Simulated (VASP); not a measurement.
Write the native input for VASP 6.6.1 that does the following.

* Task: single point
* Functional: LDA
* Potentials or basis: VASP PAW LDA potentials, release 64 (Al, Fe)
* Cutoff: 520 eV
* k mesh: 6 × 6 × 6
* Occupations: fermi-dirac, width 0.05 eV
* Spin: collinear spin, ferromagnetic start
* Starting moments: [0.0, 3.5, 3.5, 3.5] μB
* Dipole correction: no
* Further INCAR settings: ALGO = Normal; EDIFF = 1e-06; NBANDS = 26

The structure of AlFe3 lies in POSCAR:

```
AlFe3
1.0
    3.5453378247      0.0000000000      0.0000000000
    0.0000000000      3.5453378247      0.0000000000
    0.0000000000      0.0000000000      3.5453378247
Al Fe
1 3
Direct
    0.0000000000      0.0000000000      0.0000000000
    0.0000000000      0.5000000000      0.5000000000
    0.5000000000      0.0000000000      0.5000000000
    0.5000000000      0.5000000000      0.0000000000
```

These files were run (other wordings do the same):

INCAR

```
SYSTEM = AlFe3
PREC = Accurate
ENCUT = 520
EDIFF = 1E-6
ISMEAR = -1
SIGMA = 0.05
LREAL = .False.
LASPH = .True.
NELM = 150
ALGO = Normal
ISIF = 2
LWAVE = .False.
LCHARG = .False.
ISPIN = 2
MAGMOM = 0 3.5 3.5 3.5
LORBIT = 11
LMAXMIX = 4
GGA = CA
NBANDS = 26
```

KPOINTS

```
regular mesh
0
Gamma
  6 6 6
  0 0 0
```

Potentials or basis: VASP PAW LDA potentials, release 64 (Al, Fe).

The run is started by

```console
$ cat potpaw_LDA.64/Al/POTCAR potpaw_LDA.64/Fe/POTCAR > POTCAR
$ mpirun -np 1 vasp_std > vasp.out
```

Results of the run:

```json
{"Pressure": "-1.6 GPa", "Net moment": "5.83 μB per cell", "Site moments": "Al -0.05; Fe +1.93 μB", "Valence electrons inside the program's atomic spheres": "Al 0.89; Fe 7.42"}
```

It took 32 s on 1 thread of Intel(R) Xeon(R) Platinum 8488C (Sapphire Rapids), on a shared host, peak memory 0.16 GiB.
